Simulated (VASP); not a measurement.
Write the native input for VASP 6.6.1 that does the following.

- Task: single point
- Functional: PBE
- Dispersion: D3(BJ)
- Potentials or basis: VASP PAW PBE potentials, release 64 (Al, N)
- Cutoff: 520 eV
- k mesh: 8 × 8 × 8
- Occupations: gaussian, width 0.01 eV
- Spin: no spin polarisation
- Dipole correction: no
- Further INCAR settings: ALGO = Normal; EDIFF = 1e-07; NBANDS = 11

The structure of AlN lies in POSCAR:

```
AlN
1.0
    0.0000000000      1.9852734653      1.9852734653
    1.9852734653      0.0000000000      1.9852734653
    1.9852734653      1.9852734653      0.0000000000
Al N
1 1
Direct
    0.0000000000      0.0000000000      0.0000000000
    0.5000000000      0.5000000000      0.5000000000
```

One way to write it, as run:

INCAR

```
SYSTEM = AlN
PREC = Accurate ; ENCUT = 520
EDIFF = 1E-7 ; ISMEAR = 0
SIGMA = 0.01 ; LREAL = .False.
LASPH = .True. ; NELM = 60
ALGO = Normal ; ISIF = 2
LWAVE = .False. ; LCHARG = .False.
GGA = PE ; IVDW = 12
NBANDS = 11
```

KPOINTS

```
regular mesh
0
Gamma
  8 8 8
  0 0 0
```

Potentials or basis: VASP PAW PBE potentials, release 64 (Al, N).

Command:

```bash
$ cat potpaw_PBE.64/Al/POTCAR potpaw_PBE.64/N/POTCAR > POTCAR
$ mpirun -np 1 vasp_std > vasp.out
```

Results of the run:

The pressure is 13.8 GPa. The band gap on the k mesh is 5.14 eV, indirect (least direct gap 6.49 eV) and the dispersion energy per atom is -0.359 eV.

Run time: 6.8 s on 1 thread of Intel(R) Xeon(R) Platinum 8259CL CPU @ 2.50GHz (Skylake/Cascade Lake), on a shared host, peak memory 0.14 GiB.
